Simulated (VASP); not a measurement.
Input of a VASP 6.6.1 run:

File INCAR:

```
PREC = Accurate
ENCUT = 520
EDIFF = 1E-8
ISMEAR = -1
SIGMA = 0.15
LREAL = F
LASPH = T
NELM = 80
ALGO = Normal
ISIF = 2
LWAVE = F
LCHARG = T
GGA = CA
IBRION = 8
NSW = 1
```

Contents of KPOINTS:

```
Automatic mesh
0
Gamma
  15 15 8
```

POSCAR

```
Ru
1.0
    2.6759343850      0.0000000000      0.0000000000
   -1.3379671925      2.3174271563      0.0000000000
    0.0000000000      0.0000000000      4.2262149603
Ru
2
Direct
    0.3333333333      0.6666666667      0.2500000000
    0.6666666667      0.3333333333      0.7500000000
```

Potentials or basis: VASP PAW LDA potentials, release 64 (Ru_pv).

The run is started by

```sh
$ cat potpaw_LDA.64/Ru_pv/POTCAR > POTCAR
$ mpirun -np 1 vasp_std > vasp.out
```

(1) Predict the highest phonon frequency at Γ.

Answers

(1) 273 cm⁻¹.
